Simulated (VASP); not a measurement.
# Pt (Fm-3m) in VASP: a series of runs, part 2 of 2

VASP 6.6.1. Earlier steps stand in the parts before.

## (6) Single point, PBEsol, collinear spin, ferromagnetic start

This run uses another cell than the first one, of 13.68 Å³/atom, 0.871 times its volume.

The input, INCAR:

```
SYSTEM = Pt
PREC = Accurate ; ENCUT = 520
EDIFF = 1E-6 ; ISMEAR = 0
SIGMA = 0.15 ; LREAL = .FALSE.
LASPH = .TRUE. ; NELM = 150
ALGO = Fast ; ISIF = 2
LWAVE = .FALSE. ; LCHARG = .FALSE.
ISPIN = 2 ; MAGMOM = 0.35
LORBIT = 11 ; NUPDOWN = 0.35
LMAXMIX = 4 ; GGA = PS
NBANDS = 15
```

The input, KPOINTS:

```
regular mesh
0
G
  22 22 22
  0 0 0
```

The input, POSCAR:

```
Pt
1.0
    0.0000000000      1.8983364941      1.8983364941
    1.8983364941      0.0000000000      1.8983364941
    1.8983364941      1.8983364941      0.0000000000
Pt
1
Direct
    0.0000000000      0.0000000000      0.0000000000
```

Potentials or basis: VASP PAW PBE potentials, release 64 (Pt).

Run with:

```sh
$ cat potpaw_PBE.64/Pt/POTCAR > POTCAR
$ mpirun -np 1 vasp_std > vasp.out
```

OUTCAR:

```text
SYSTEM = Pt
   PREC = Accurate
   ENCUT = 520
   EDIFF = 1E-6
   ISMEAR = 0
   LREAL = .FALSE.
   LASPH = .TRUE.
   NELM = 150
   ISIF = 2
   ISPIN = 2
   LORBIT = 11
   NUPDOWN = 0.35
   GGA = PS

 ion  position               nearest neighbor table
   1  0.000  0.000  0.000-

  LATTYP: Found a face centered cubic cell.
 ALAT       =     3.7966729882

  Lattice vectors:

 A1 = (   0.0000000000,   1.8983364941,   1.8983364941)
 A2 = (   1.8983364941,   0.0000000000,   1.8983364941)
 A3 = (   1.8983364941,   1.8983364941,   0.0000000000)

Analysis of symmetry for initial positions (statically):
=====================================================================
 Subroutine PRICEL returns:
 Original cell was already a primitive cell.

 Routine SETGRP: Setting up the symmetry group for a
 face centered cubic supercell.

 Subroutine GETGRP returns: Found 48 space group operations
 (whereof 48 operations were pure point group operations)
 out of a pool of 48 trial point group operations.

The static configuration has the point symmetry O_h .

Analysis of symmetry for dynamics (positions and initial velocities):
=====================================================================
 Subroutine PRICEL returns:
 Original cell was already a primitive cell.

 Routine SETGRP: Setting up the symmetry group for a
 face centered cubic supercell.

 Subroutine GETGRP returns: Found 48 space group operations
 (whereof 48 operations were pure point group operations)
 out of a pool of 48 trial point group operations.

The dynamic configuration has the point symmetry O_h .

Analysis of structural, dynamic, and magnetic symmetry:
=====================================================================
 Subroutine PRICEL returns:
 Original cell was already a primitive cell.

 Routine SETGRP: Setting up the symmetry group for a
 face centered cubic supercell.

 Subroutine GETGRP returns: Found 48 space group operations
 (whereof 48 operations were pure point group operations)
 out of a pool of 48 trial point group operations.

The overall configuration has the point symmetry O_h .

 Subroutine INISYM returns: Found 48 space group operations
 (whereof 48 operations are pure point group operations),
 and found     1 'primitive' translations

----------------------------------------------------------------------------------------

                                     Primitive cell

  volume of cell :      13.6820

  direct lattice vectors                    reciprocal lattice vectors
     0.000000000  1.898336494  1.898336494    -0.263388499  0.263388499  0.263388499
     1.898336494  0.000000000  1.898336494     0.263388499 -0.263388499  0.263388499
     1.898336494  1.898336494  0.000000000     0.263388499  0.263388499 -0.263388499

  length of vectors
     2.684653216  2.684653216  2.684653216     0.456202263  0.456202263  0.456202263

  position of ions in fractional coordinates (direct lattice)
     0.000000000  0.000000000  0.000000000

  ion indices of the primitive-cell ions
   primitive index   ion index
                 1           1

----------------------------------------------------------------------------------------

 KPOINTS: regular mesh

Automatic generation of k-mesh.
 Grid dimensions read from file:
 generate k-points for:   22   22   22

 Generating k-lattice:

[... 66 lines left out ...]
   NFREE  =      0    steps in history (QN), initial steepest desc. (CG)
   ISIF   =      2    stress and relaxation
   ISYM   =      2    0-nonsym 1-usesym 2-fastsym
   POTIM  = 0.5000    time-step for ionic-motion
   TEBEG  =    0.0;   TEEND  =   0.0 temperature during run
   PSTRESS=    0.0 pullay stress
   NELECT =      10.0000    total number of electrons
   NUPDOWN=       0.3500    fix difference up-down
   EMIN   =  10.00;   EMAX   =-10.00  energy-range for DOS
   EFERMI =   0.00;   METHOD = LEGACY
   ISMEAR =     0;   SIGMA  =   0.15  broadening in eV -4-tet -1-fermi 0-gaus
   EFERMI_NEDOS =   21; number of points for ismear=-14 and -15
   IALGO  =     68    algorithm
   IMIX   =      4    mixing-type and parameters
     AMIX     =   0.40;   BMIX     =  1.00
     AMIX_MAG =   1.60;   BMIX_MAG =  1.00
  volume/ion in A,a.u.               =      13.68        92.33
  Fermi-wavevector in a.u.,A,eV,Ry     =   1.474659  2.786702 29.587494  2.174619
  Thomas-Fermi vector in A             =   2.589403
   LORBIT       =     11    0 simple, 1 ext, 2 COOP (PROOUT), +10 PAW based schemes
   GGA     = PS    functional components
   LHFCALC =     F    Hartree Fock is set to
   AEXX    =    0.0000 exact exchange contribution
   IVDW    =     0    specifies the selected vdW correction
   LEPSILON=     F    determine dielectric tensor
   LRPA    =     F    only Hartree local field effects (RPA)
 spin polarized calculation
 RMM-DIIS sequential band-by-band and
 Gauss-broadening in eV      SIGMA  =   0.15
  energy-cutoff  :      520.00
  volume of cell :       13.68
 maximum number of plane-waves:       380
   NGX =  9   NGY =  9   NGZ =  9

 number of electron      10.0000001 magnetization       0.3500000

 Free energy of the ion-electron system (eV)
  ---------------------------------------------------
  ext. energy  EPLUGINS =         0.00000000
  ---------------------------------------------------
  free energy    TOTEN  =        -6.82408970 eV

  energy without entropy =       -6.80901098  energy(sigma->0) =       -6.81655034

 E-fermi :  13.0014     XC(G=0): -14.2088

 val. band max:       13.2281043198   @ k =   0.5000   0.4091   0.0455
 cond. band min:      13.0114543323   @ k =  -0.4091   0.1818   0.0455
 fundamental gap:     -0.2166499875
 Fermi energy:        13.2336754367

 spin component 1

 k-point     1 :       0.0000    0.0000    0.0000
  band No.  band energies     occupation
      1       1.6000      1.00000
      2       8.5114      1.00000
      3       8.5114      1.00000
      4       8.5114      1.00000
      5      11.0729      1.00000
      6      11.0729      1.00000
      7      27.3360      0.00000
      8      32.8589      0.00000
      9      32.8589      0.00000
     10      32.8589      0.00000
     11      38.5438      0.00000
     12      45.1238      0.00000
     13      45.1238      0.00000
     14      45.1251      0.00000
[... 403 lines left out ...]
      4      11.4171      1.00000
      5      12.9048      0.99904
      6      13.6094      0.00020
      7      19.7947      0.00000
      8      27.1302      0.00000
      9      32.3770      0.00000
     10      32.8206      0.00000
     11      42.6149      0.00000
     12      43.1451      0.00000
     13      44.2076      0.00000
     14      45.3457      0.00000
     15      45.3959      0.00000

 [... further k-points ...]

 spin component 2

 k-point     1 :       0.0000    0.0000    0.0000
  band No.  band energies     occupation
      1       1.6639      1.00000
      2       8.7480      1.00000
      3       8.7480      1.00000
      4       8.7480      1.00000
      5      11.2921      1.00000
      6      11.2921      1.00000
      7      27.3944      0.00000
      8      32.9097      0.00000
      9      32.9097      0.00000
     10      32.9097      0.00000
     11      38.5517      0.00000
     12      45.5139      0.00000
     13      45.5178      0.00000
     14      45.5774      0.00000
[... 403 lines left out ...]
      4      11.5132      1.00000
      5      13.1631      0.06364
      6      13.8158      0.00000
      7      19.9894      0.00000
      8      27.1738      0.00000
      9      32.4668      0.00000
     10      32.9106      0.00000
     11      42.6867      0.00000
     12      43.2161      0.00000
     13      44.2857      0.00000
     14      45.7359      0.00000
     15      45.7873      0.00000

 [... further k-points ...]
[... 5 lines left out ...]
  --------------------------------------------------------------------------------------
  -------------------------------------------------------------------------------------
  Total        3.0317477      3.0317477      3.0317477     -0.0000000     -0.0000000      0.0000000
  in kB      355.0210073    355.0210073    355.0210073     -0.0000000     -0.0000000      0.0000000
  external PRESSURE =     355.0210073 kB  Pullay stress =       0.0000000 kB

 VOLUME and BASIS-vectors are now :
 -----------------------------------------------------------------------------
  energy-cutoff  :      520.00
  volume of cell :       13.68
      direct lattice vectors                 reciprocal lattice vectors
     0.000000000  1.898336494  1.898336494    -0.263388499  0.263388499  0.263388499
     1.898336494  0.000000000  1.898336494     0.263388499 -0.263388499  0.263388499
     1.898336494  1.898336494  0.000000000     0.263388499  0.263388499 -0.263388499

 POSITION                                       TOTAL-FORCE (eV/Angst)
 -----------------------------------------------------------------------------------
      0.00000      0.00000      0.00000        -0.000000     -0.000000     -0.000000
 -----------------------------------------------------------------------------------
    total drift:                                0.000000     -0.000000     -0.000000

  FREE ENERGIE OF THE ION-ELECTRON SYSTEM (eV)
  ---------------------------------------------------
  free  energy   TOTEN  =        -6.8240896988 eV

  energy  without entropy=       -6.8090109827  energy(sigma->0) =       -6.81655034

 total charge

# of ion       s       p       d       tot
------------------------------------------
    1        0.690   0.751   8.137   9.578

 magnetization (x)

# of ion       s       p       d       tot
------------------------------------------
    1        0.000  -0.002   0.346   0.344
```

OSZICAR:

```text
N       E                     dE             d eps       ncg     rms          rms(c)
DAV:   1     0.435804963432E+02    0.43580E+02   -0.47762E+03 19784   0.592E+02
DAV:   2    -0.646893569228E+01   -0.50049E+02   -0.47781E+02 26750   0.160E+02
DAV:   3    -0.724257242854E+01   -0.77364E+00   -0.77034E+00 26001   0.178E+01
DAV:   4    -0.724453057738E+01   -0.19581E-02   -0.19579E-02 23820   0.105E+00
DAV:   5    -0.724453953099E+01   -0.89536E-05   -0.89540E-05 25755   0.593E-02    0.180E+01
RMM:   6    -0.688856342157E+01    0.35598E+00   -0.21583E-01 22429   0.305E+00    0.946E+00
RMM:   7    -0.682888543215E+01    0.59678E-01   -0.62425E-02 24369   0.174E+00    0.342E+00
RMM:   8    -0.682572098429E+01    0.31644E-02   -0.38888E-03 25993   0.484E-01    0.154E+00
RMM:   9    -0.682408152632E+01    0.16395E-02   -0.10202E-03 25650   0.219E-01    0.173E-01
RMM:  10    -0.682408746673E+01   -0.59404E-05   -0.86076E-05 26895   0.515E-02    0.358E-02
RMM:  11    -0.682408972791E+01   -0.22612E-05   -0.14406E-05 26512   0.209E-02    0.306E-02
RMM:  12    -0.682408969880E+01    0.29105E-07   -0.30917E-06 24865   0.869E-03
   1 F= -.68240897E+01 E0= -.68165503E+01  d E =-.150787E-01  mag=     0.3500
```

stdout:

```text
POSCAR found type information on POSCAR Pt
 POSCAR found :  1 types and       1 ions
 scaLAPACK will be used
 -----------------------------------------------------------------------------
|                                                                             |
|                                                                             |
|     You enforced a specific xc type in the INCAR file but a different       |
|     I HOPE YOU KNOW WHAT YOU ARE DOING!                                     |
|                                                                             |
 -----------------------------------------------------------------------------

 LDA part: xc-table for (Slater+PW92), standard interpolation
 POSCAR, INCAR and KPOINTS ok, starting setup
 FFT: planning ... GRIDC
 FFT: planning ... GRID_SOFT
 FFT: planning ... GRID
 WAVECAR not read
 entering main loop
```

Wall time 50 s (1 thread of Intel Xeon 6975P-C (Granite Rapids), shared host); peak memory 0.2 GiB.

What came out:

* Free energy: -6.8241 eV
* Pressure: 35.5 GPa
* Net moment: 0.35 μB per cell
* Site moments: Pt +0.34 μB
* Valence electrons inside the program's atomic spheres: Pt 9.58

Caveat: the PAW data sets were made with another functional, which shifts forces and pressure a little; spin-orbit coupling is left out, which moves the levels of the heavy elements; the total moment is fixed, so each spin has its own Fermi level.

## (7) Overview

```tsv
fixed moment (μB)	cell	pressure (GPa)	moment (μB)
0.15	a = 2.811 Å, angles 60.0°, 1 atom	-11.4	0.15
0.25	a = 2.811 Å, angles 60.0°, 1 atom	-11.3	0.25
0.45	a = 2.811 Å, angles 60.0°, 1 atom	-10.6	0.45
0.3	a = 2.685 Å, angles 60.0°, 1 atom	35.3	0.30
0.35	a = 2.685 Å, angles 60.0°, 1 atom	35.5	0.35
```

Alike in all rows: task single point; level PBEsol; potentials or basis VASP PAW PBE potentials, release 64 (Pt); spin collinear, ferromagnetic start; k mesh 22 × 22 × 22; cutoff (eV) 520; smearing gaussian 0.15 eV.

Caveats: the PAW data sets were made with another functional, which shifts forces and pressure a little; spin-orbit coupling is left out, which moves the levels of the heavy elements; the total moment is fixed, so each spin has its own Fermi level.

Absolute energies hang on the potentials; compare differences alone.
